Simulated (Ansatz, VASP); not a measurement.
# One calculation of Pd, two programs

```
CELL_PARAMETERS angstrom
-1.56890 1.56890 1.56890
1.56890 -1.56890 1.56890
1.56890 1.56890 -1.56890
ATOMIC_POSITIONS crystal
Pd 0.00000 0.00000 0.00000
```

Alike in both runs: functional PBE; k mesh 24 × 24 × 24; occupations gaussian, width 0.1 eV; no spin polarisation.

Ansatz relaxed the structure, and its values are those at the end. VASP's run is a single point on that final structure, the one shown.

|  | VASP | Ansatz |
| --- | --- | --- |
| version | VASP 6.6.1 | Ansatz 0.2.0 |
| potentials or method | VASP PAW PBE potentials, release 64 (Pd), cutoff 520 eV | scalar-relativistic, plane waves, PAW |
| valence electrons in the cell | 10 | 18 |

VASP gave:

* gap on the k mesh at the Fermi level (eV): none
* pressure (GPa): -0.3

**Question.** Which values does Ansatz return?

**Answer.** gap on the k mesh at the Fermi level (eV): none; pressure (GPa): 0.0.

A gap of «none» marks a metal or a gap that the smearing closes. With one functional, cell and mesh, what is left measures potentials, basis and numerics. VASP's potentials hold 10 valence electrons a cell and Ansatz's 18, so a difference there can come from the potentials and not from the codes.
